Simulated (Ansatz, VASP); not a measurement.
**Two plane-wave programs on CuO2**

Contents of INCAR:

```
ALGO = Normal
EDIFF = 1E-6
ENCUT = 520
GGA = PS
ISIF = 2
ISMEAR = 0
LASPH = T
LCHARG = F
LREAL = F
LWAVE = F
NBANDS = 32
NELM = 60
PREC = Accurate
SIGMA = 0.1
```

Contents of KPOINTS:

```
k-points
0
Gamma
  14 14 8
```

The input POSCAR:

```
CuO2
1.0
    1.4126150000     -5.2107470000      0.0000000000
    1.4126150000      5.2107470000      0.0000000000
    0.0000000000      0.0000000000      4.3434240000
Cu O
2 4
Direct
    0.8327470000      0.1672530000      0.2500000000
    0.1672530000      0.8327470000      0.7500000000
    0.4485140000      0.5514860000      0.2500000000
    0.5514860000      0.4485140000      0.7500000000
    0.2110300000      0.7889700000      0.2500000000
    0.7889700000      0.2110300000      0.7500000000
```

Input for Ansatz:

```yaml
crystal:
  lattice:
    - [1.412615, -5.210747, 0.0]
    - [1.412615, 5.210747, 0.0]
    - [0.0, 0.0, 4.343424]
  atoms:
    - { symbol: Cu, position: [0.832747, 0.167253, 0.25] }
    - { symbol: Cu, position: [0.167253, 0.832747, 0.75] }
    - { symbol: O, position: [0.448514, 0.551486, 0.25] }
    - { symbol: O, position: [0.551486, 0.448514, 0.75] }
    - { symbol: O, position: [0.21103, 0.78897, 0.25] }
    - { symbol: O, position: [0.78897, 0.21103, 0.75] }
basis:
  ecutwfc: 420
kpoints:
  mp_grid: { grid: [14, 14, 8] }
hamiltonian:
  xc: pbesol
scf:
  occupations: { method: gaussian, width: 0.1 }
  lower_state_search: "off"
output:
  forces: true
  stress: true
  eigenvalues: true
```

Alike in both runs: task single point; functional PBEsol; k mesh 14 × 14 × 8; occupations gaussian, width 0.1 eV; no spin polarisation.

```csv
,VASP,Ansatz
version,VASP 6.6.1,Ansatz 0.2.0
potentials or method,"VASP PAW PBE potentials, release 64 (Cu, O), cutoff 520 eV","scalar-relativistic, plane waves, PAW"
valence electrons in the cell,46,62
```

Ansatz gave:

```
gap on the k mesh at the Fermi level (eV)                     : none
pressure (GPa)                                                : -8.7
traceless stress, the component that is largest in VASP (GPa) : -2.16
rms of the force components (eV/Å)                            : 0.218
```

Problem. Estimate VASP's values.

Solution. gap on the k mesh at the Fermi level (eV): none; pressure (GPa): -7.8; traceless stress, the component that is largest in VASP (GPa): -1.03; rms of the force components (eV/Å): 0.166.

VASP's potentials were made for PBE, not for PBEsol. Atom by atom the forces differ by 0.062 eV/Å (rms over components). A gap of «none» marks a metal or a gap that the smearing closes. VASP's potentials hold 46 valence electrons a cell and Ansatz's 62, so a difference there can come from the potentials and not from the codes.
